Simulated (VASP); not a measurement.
# BN (Cm) in VASP: further runs

BN is run at these levels: PBE; tasks: single point.

All numbers are computed with VASP 6.6.1; they aren't measurements. Logs are shortened: lines on timing, memory, paths and dates and some standing lists are left out, and cuts for length are marked.

**1. The cell of the first run**

The structure is monoclinic, space group Cm (No. 8). Conventional cell: a = 4.439 Å, b = 2.563 Å, c = 12.605 Å, α = 90.00°, β = 95.05°, γ = 90.00°. Within 2.1 Å of B (site symmetry m) lie 4 N at 1.57 Å. Within 2.1 Å of B (site symmetry m) lie 4 N at 1.57 Å. B (site symmetry m) has 4 N at 1.57 Å within 2.1 Å. Within 2.2 Å of B (site symmetry m) lie 4 N at 1.57 Å and 1 B at 2.13 Å. B (site symmetry m) has 4 N at 1.57 Å within 2.1 Å. B (site symmetry m) has 4 N at 1.57 to 1.92 Å and 1 B at 2.13 Å within 2.2 Å. Within 2.1 Å of N (site symmetry m) lie 4 B at 1.57 Å. N (site symmetry m) has 4 B at 1.57 Å within 2.1 Å.

**2. Single point, PBE**

File INCAR:

```
SYSTEM = BN
PREC = Accurate ; ENCUT = 520
EDIFF = 1E-6 ; ISMEAR = 0
SIGMA = 0.05 ; LREAL = .False.
LASPH = .True. ; NELM = 60
ALGO = Normal ; ISIF = 2
LWAVE = .False. ; LCHARG = .True.
GGA = PE ; LELF = .True.
LVHAR = .True. ; NBANDS = 36
```

File KPOINTS:

```
Automatic mesh
0
Gamma
  10 10 2
  0 0 0
```

File POSCAR:

```
BN
1.0
    1.8123485118     -1.8123485118      0.0000000000
    1.8123485118      0.0000000000     -1.8123485118
    8.1555683033      6.7963069194      6.7963069194
B N
6 6
Direct
    0.9010500000     -0.0989500000      0.3958000000
    0.2760500000      0.2760500000      0.2291333333
    0.5260500000      0.5260500000      0.5624666667
    0.7760500000      0.7760500000      0.8958000000
    0.1510500000      0.1510500000      0.7291333333
    0.6510500000      0.6510500000      0.0624666667
    0.5573000000      0.5573000000      0.4374666667
   -0.0677000000     -0.0677000000      0.2708000000
    0.1823000000      0.1823000000      0.6041333333
    0.4323000000      0.4323000000      0.9374666667
   -0.1927000000     -0.1927000000      0.7708000000
    0.3073000000      0.3073000000      0.1041333333
```

Potentials or basis: VASP PAW PBE potentials, release 64 (B, N).

On the command line:

```bash
$ cat potpaw_PBE.64/B/POTCAR potpaw_PBE.64/N/POTCAR > POTCAR
$ mpirun -np 1 vasp_std > vasp.out
```

OUTCAR:

```text
SYSTEM = BN
   PREC = Accurate
   ENCUT = 520
   EDIFF = 1E-6
   ISMEAR = 0
   LREAL = .False.
   LASPH = .True.
   NELM = 60
   ISIF = 2
   GGA = PE

 ion  position               nearest neighbor table
   1  0.901  0.901  0.396-   8 1.57   7 1.57   7 1.57   7 1.57
   2  0.276  0.276  0.229-  12 1.57   8 1.57   8 1.57   8 1.57
   3  0.526  0.526  0.562-   9 1.57   9 1.57   9 1.57   7 1.57
   4  0.776  0.776  0.896-  11 1.57  10 1.57  10 1.57  10 1.57   6 2.13
   5  0.151  0.151  0.729-   9 1.57  11 1.57  11 1.57  11 1.57
   6  0.651  0.651  0.062-  12 1.57  12 1.57  12 1.57  10 1.92   4 2.13
   7  0.557  0.557  0.437-   3 1.57   1 1.57   1 1.57   1 1.57
   8  0.932  0.932  0.271-   1 1.57   2 1.57   2 1.57   2 1.57
   9  0.182  0.182  0.604-   3 1.57   3 1.57   3 1.57   5 1.57
  10  0.432  0.432  0.937-   4 1.57   4 1.57   4 1.57   6 1.92
  11  0.807  0.807  0.771-   4 1.57   5 1.57   5 1.57   5 1.57
  12  0.307  0.307  0.104-   6 1.57   6 1.57   6 1.57   2 1.57

  LATTYP: Found a base centered monoclinic cell.
 ALAT       =     4.4393290900
 B/A-ratio  =     0.5773502692
 C/A-ratio  =     2.8394541730
 COS(beta)  =    -0.0880450906

  Lattice vectors:

 A1 = (  -1.8123485118,   1.8123485118,   0.0000000000)
 A2 = (  -1.8123485118,   0.0000000000,   1.8123485118)
 A3 = (   8.1555683033,   6.7963069194,   6.7963069194)

Analysis of symmetry for initial positions (statically):
=====================================================================
 Subroutine PRICEL returns:
 Original cell was already a primitive cell.

 Routine SETGRP: Setting up the symmetry group for a
 base centered monoclinic supercell.

 Subroutine GETGRP returns: Found  2 space group operations
 (whereof  2 operations were pure point group operations)
 out of a pool of  4 trial point group operations.

The static configuration has the point symmetry C_1h.

Analysis of symmetry for dynamics (positions and initial velocities):
=====================================================================
 Subroutine PRICEL returns:
 Original cell was already a primitive cell.

 Routine SETGRP: Setting up the symmetry group for a
 base centered monoclinic supercell.

 Subroutine GETGRP returns: Found  2 space group operations
 (whereof  2 operations were pure point group operations)
 out of a pool of  4 trial point group operations.

The dynamic configuration has the point symmetry C_1h.

 Subroutine INISYM returns: Found  2 space group operations
 (whereof  2 operations are pure point group operations),
 and found     1 'primitive' translations

----------------------------------------------------------------------------------------

                                     Primitive cell

  volume of cell :      71.4342

  direct lattice vectors                    reciprocal lattice vectors
     1.812348512 -1.812348512  0.000000000     0.172428205 -0.379342050  0.172428205
     1.812348512  0.000000000 -1.812348512     0.172428205  0.172428205 -0.379342050
     8.155568303  6.796306919  6.796306919     0.045980855  0.045980855  0.045980855

  length of vectors
     2.563047845  2.563047845 12.605271510     0.450958271  0.450958271  0.079641176

  position of ions in fractional coordinates (direct lattice)
     0.901050000  0.901050000  0.395800000
     0.276050000  0.276050000  0.229133333
     0.526050000  0.526050000  0.562466667
     0.776050000  0.776050000  0.895800000
     0.151050000  0.151050000  0.729133333
     0.651050000  0.651050000  0.062466667
     0.557300000  0.557300000  0.437466667
     0.932300000  0.932300000  0.270800000
     0.182300000  0.182300000  0.604133333
     0.432300000  0.432300000  0.937466667
     0.807300000  0.807300000  0.770800000
     0.307300000  0.307300000  0.104133333

  ion indices of the primitive-cell ions
   primitive index   ion index
                 1           1
                 2           2
                 3           3
                 4           4
                 5           5
                 6           6
                 7           7
                 8           8
                 9           9
                10          10
                11          11
                12          12

----------------------------------------------------------------------------------------

 KPOINTS: Automatic mesh

Automatic generation of k-mesh.
 Grid dimensions read from file:
 generate k-points for:   10   10    2

 Generating k-lattice:

  Cartesian coordinates                     Fractional coordinates (reciprocal lattice)
     0.017242820 -0.037934205  0.017242820     0.100000000  0.000000000  0.000000000
     0.017242820  0.017242820 -0.037934205     0.000000000  0.100000000  0.000000000
     0.022990427  0.022990427  0.022990427     0.000000000  0.000000000  0.500000000

  Length of vectors
     0.045095827  0.045095827  0.039820588

  Shift w.r.t. Gamma in fractional coordinates (k-lattice)
     0.000000000  0.000000000  0.000000000

 Subroutine IBZKPT returns following result:
 ===========================================

 Found     62 irreducible k-points:

 Following reciprocal coordinates:
            Coordinates               Weight
  0.000000  0.000000  0.000000      1.000000
  0.100000  0.000000  0.000000      4.000000
  0.200000  0.000000  0.000000      4.000000
  0.300000  0.000000  0.000000      4.000000
  0.400000  0.000000  0.000000      4.000000
  0.500000  0.000000 -0.000000      2.000000
[... 16 lines left out ...]
  0.300000  0.300000  0.000000      2.000000
  0.400000  0.300000  0.000000      4.000000
 [... further k-points ...]
   k-points           NKPTS =     62   k-points in BZ     NKDIM =     62   number of bands    NBANDS=     36
   number of dos      NEDOS =    301   number of ions     NIONS =     12
   total plane-waves  NPLWV =  38400
   dimension x,y,z NGX =    20 NGY =   20 NGZ =   96
   dimension x,y,z NGXF=    40 NGYF=   40 NGZF=  192
   ions per type =               6   6
   NGX,Y,Z   is equivalent  to a cutoff of  12.97, 12.97, 12.66 a.u.
   NGXF,Y,Z  is equivalent  to a cutoff of  25.95, 25.95, 25.32 a.u.
 SYSTEM =  BN
   PREC   = accura    normal or accurate (medium, high low for compatibility)
   ISTART =      0    job   : 0-new  1-cont  2-samecut
   ICHARG =      2    charge: 1-file 2-atom 10-const
   ISPIN  =      1    spin polarized calculation?
   LNONCOLLINEAR =      F non collinear calculations
   LSORBIT =      F    spin-orbit coupling
   LASPH  =      T    aspherical Exc in radial PAW
   ENCUT  =  520.0 eV  38.22 Ry    6.18 a.u.   4.77  4.77 23.44*2*pi/ulx,y,z
   NELM   =     60;   NELMIN=  2; NELMDL= -5     # of ELM steps
   EDIFF  = 0.1E-05   stopping-criterion for ELM
   LREAL  =      F    real-space projection
[... 7 lines left out ...]
   TEBEG  =    0.0;   TEEND  =   0.0 temperature during run
   PSTRESS=    0.0 pullay stress
   NELECT =      48.0000    total number of electrons
   NUPDOWN=      -1.0000    fix difference up-down
   EMIN   =  10.00;   EMAX   =-10.00  energy-range for DOS
   EFERMI =   0.00;   METHOD = LEGACY
   ISMEAR =     0;   SIGMA  =   0.05  broadening in eV -4-tet -1-fermi 0-gaus
   EFERMI_NEDOS =   21; number of points for ismear=-14 and -15
   IALGO  =     38    algorithm
   IMIX   =      4    mixing-type and parameters
     AMIX     =   0.40;   BMIX     =  1.00
     AMIX_MAG =   1.60;   BMIX_MAG =  1.00
  volume/ion in A,a.u.               =       5.95        40.17
  Fermi-wavevector in a.u.,A,eV,Ry     =   1.433903  2.709684 27.974638  2.056078
  Thomas-Fermi vector in A             =   2.553370
   LORBIT       =      0    0 simple, 1 ext, 2 COOP (PROOUT), +10 PAW based schemes
   GGA     = PE    functional components
   LHFCALC =     F    Hartree Fock is set to
   AEXX    =    0.0000 exact exchange contribution
   IVDW    =     0    specifies the selected vdW correction
   LEPSILON=     F    determine dielectric tensor
   LRPA    =     F    only Hartree local field effects (RPA)
 non-spin polarized calculation
 Gauss-broadening in eV      SIGMA  =   0.05
  energy-cutoff  :      520.00
  volume of cell :       71.43
 maximum number of plane-waves:      1946
   NGX =  9   NGY =  9   NGZ = 47

 number of electron      47.9999997 magnetization

 Free energy of the ion-electron system (eV)
  ---------------------------------------------------
  ext. energy  EPLUGINS =         0.00000000
  ---------------------------------------------------
  free energy    TOTEN  =      -101.41273966 eV

  energy without entropy =     -101.41273966  energy(sigma->0) =     -101.41273966

 E-fermi :   8.3237     XC(G=0): -12.8078

 val. band max:        8.0335367953   @ k =   0.0000   0.0000   0.0000
 cond. band min:      10.3146102632   @ k =   0.5000   0.0000  -0.0000
 fundamental gap:      2.2810734679
 Fermi energy:         8.3236802804

 k-point     1 :       0.0000    0.0000    0.0000
  band No.  band energies     occupation
      1     -12.9600      2.00000
      2     -12.2124      2.00000
      3     -11.9720      2.00000
      4     -10.3470      2.00000
      5     -10.1403      2.00000
      6      -8.4985      2.00000
[... 28 lines left out ...]
     35      17.1894      0.00000
     36      17.4820      0.00000

 k-point     2 :       0.1000    0.0000    0.0000
  band No.  band energies     occupation
      1     -12.7474      2.00000
      2     -12.0065      2.00000
      3     -11.7559      2.00000
      4     -10.1696      2.00000
      5      -9.9302      2.00000
      6      -8.3348      2.00000
[... 28 lines left out ...]
     35      17.6624      0.00000
     36      17.8223      0.00000
[... 817 lines left out ...]
     35      18.9058      0.00000
     36      19.2991      0.00000

 k-point    24 :       0.4000    0.3000    0.0000
  band No.  band energies     occupation
      1     -10.3966      2.00000
      2      -9.7617      2.00000
      3      -9.3355      2.00000
      4      -8.3779      2.00000
      5      -7.8107      2.00000
      6      -6.9070      2.00000
[... 28 lines left out ...]
     35      18.7658      0.00000
     36      19.0858      0.00000

 [... further k-points ...]

------------------------ aborting loop because EDIFF is reached ----------------------------------------

  FORCE on cell =-STRESS in cart. coord.  units (eV):
  Direction    XX          YY          ZZ          XY          YZ          ZX
  --------------------------------------------------------------------------------------
  -------------------------------------------------------------------------------------
  Total       -7.0756953      5.7609837      5.7609837      2.2644755      7.1586659      2.2644750
  in kB     -158.6986795    129.2114006    129.2114006     50.7892516    160.5596031     50.7892407
  external PRESSURE =      33.2413739 kB  Pullay stress =       0.0000000 kB

 VOLUME and BASIS-vectors are now :
 -----------------------------------------------------------------------------
  energy-cutoff  :      520.00
  volume of cell :       71.43
      direct lattice vectors                 reciprocal lattice vectors
     1.812348512 -1.812348512  0.000000000     0.172428205 -0.379342050  0.172428205
     1.812348512  0.000000000 -1.812348512     0.172428205  0.172428205 -0.379342050
     8.155568303  6.796306919  6.796306919     0.045980855  0.045980855  0.045980855

 POSITION                                       TOTAL-FORCE (eV/Angst)
 -----------------------------------------------------------------------------------
      6.49401      1.05696      1.05696         0.088182      0.116773      0.116773
      2.86931      1.05696      1.05696         0.062699      0.463807      0.463807
      6.49401      2.86931      2.86931         0.101754      0.107355      0.107355
     10.11870      4.68166      4.68166         0.128683     -0.250712     -0.250712
      6.49401      4.68166      4.68166         0.079402      0.115706      0.115706
      2.86931     -0.75539     -0.75539        -1.290137      1.751623      1.751623
      5.58783      1.96314      1.96314        -0.108473     -0.104989     -0.104989
      5.58783      0.15079      0.15079        -0.141135     -0.077314     -0.077314
      5.58783      3.77548      3.77548        -0.089715     -0.120318     -0.120318
      9.21253      5.58783      5.58783         0.839243     -3.207123     -3.207123
      9.21253      3.77548      3.77548        -0.037256     -0.375142     -0.375142
      1.96314      0.15079      0.15079         0.366751      1.580334      1.580334
 -----------------------------------------------------------------------------------
    total drift:                                0.000027     -0.000273     -0.000273

  FREE ENERGIE OF THE ION-ELECTRON SYSTEM (eV)
  ---------------------------------------------------
  free  energy   TOTEN  =      -101.4127396632 eV

  energy  without entropy=     -101.4127396632  energy(sigma->0) =     -101.41273966
```

It took 3 min on 1 thread of Intel Xeon Platinum 8488C (Sapphire Rapids), shared host; peak memory 0.24 GiB.

What came out:

* Free energy: -101.4127 eV
* Pressure: 3.3 GPa
* Largest force: 4.613 eV/Å
* Band gap on the k mesh: 2.28 eV (least direct gap 3.08 eV)

Forces in eV/Å, atoms in the order of the input:
```
B    0.088  0.117  0.117
B    0.063  0.464  0.464
B    0.102  0.107  0.107
B    0.129 -0.251 -0.251
B    0.079  0.116  0.116
B   -1.290  1.752  1.752
N   -0.108 -0.105 -0.105
N   -0.141 -0.077 -0.077
N   -0.090 -0.120 -0.120
N    0.839 -3.207 -3.207
N   -0.037 -0.375 -0.375
N    0.367  1.580  1.580
```

Caveat: the cell stands under pressure; forces of over 1 eV/Å act on the atoms, so gaps and moduli don't describe the material at rest.

(Part 1 of 3 ends here.)
